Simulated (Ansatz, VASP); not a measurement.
# Two plane-wave programs on KI

```
K I
1.0
     4.29120    0.00000    0.00000
     0.00000    4.29120    0.00000
     0.00000    0.00000    4.29120
K I
1 1
Direct
  0.00000 0.00000 0.00000
  0.50000 0.50000 0.50000
```

Alike in both runs: task single point; functional PBE; k mesh 4 × 4 × 4; occupations gaussian, width 0.1 eV; no spin polarisation.

|  | VASP | Ansatz |
| --- | --- | --- |
| version | VASP 6.6.1 | Ansatz 0.2.0 |
| potentials or method | VASP PAW PBE potentials, release 64 (K_sv, I), cutoff 500 eV | scalar-relativistic, plane waves, PAW |
| valence electrons in the cell | 16 | 26 |

VASP gave:

- gap on the k mesh at the Fermi level (eV): 3.33
- least direct gap on the mesh (eV): 3.69
- pressure (GPa): 0.6

Problem. Estimate Ansatz's values.

Solution. gap on the k mesh at the Fermi level (eV): 3.33; least direct gap on the mesh (eV): 3.69; pressure (GPa): 0.5.

VASP's potentials hold 16 valence electrons a cell and Ansatz's 26, so a difference there can come from the potentials and not from the codes.

Neither program's run includes spin-orbit coupling.
